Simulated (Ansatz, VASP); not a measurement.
BN: VASP beside Ansatz

```
B N
1.0
     2.51000    0.00000    0.00000
    -1.25500    2.17372    0.00000
     0.00000    0.00000    6.69000
B N
2 2
Cartesian
  0.0000 0.0000 3.3450
  0.0000 1.4491 0.0000
  0.0000 0.0000 0.0000
  1.1550 0.8246 3.3450
```

Alike in both runs: task single point; functional PBE; dispersion D3(BJ); k mesh 12 × 12 × 4; occupations gaussian, width 0.05 eV; no spin polarisation.

|  | VASP | Ansatz |
| --- | --- | --- |
| version | VASP 6.6.1 | Ansatz 0.2.0 |
| potentials or method | VASP PAW PBE potentials, release 64 (B, N), cutoff 520 eV | scalar-relativistic, plane waves, PAW |
| valence electrons in the cell | 16 | 16 |

```csv
,VASP,Ansatz,Ansatz less VASP
gap on the k mesh at the Fermi level (eV),3.75,3.75,+0.005
least direct gap on the mesh (eV),4.48,4.49,+0.004
pressure (GPa),2.2,2.2,-0.01
"traceless stress, the component that is largest in VASP (GPa)",7.14,7.07,-0.076
rms of the force components (eV/Å),2.031,2.036,+0.0054
```

Atom by atom the forces differ by 0.005 eV/Å (rms over components).
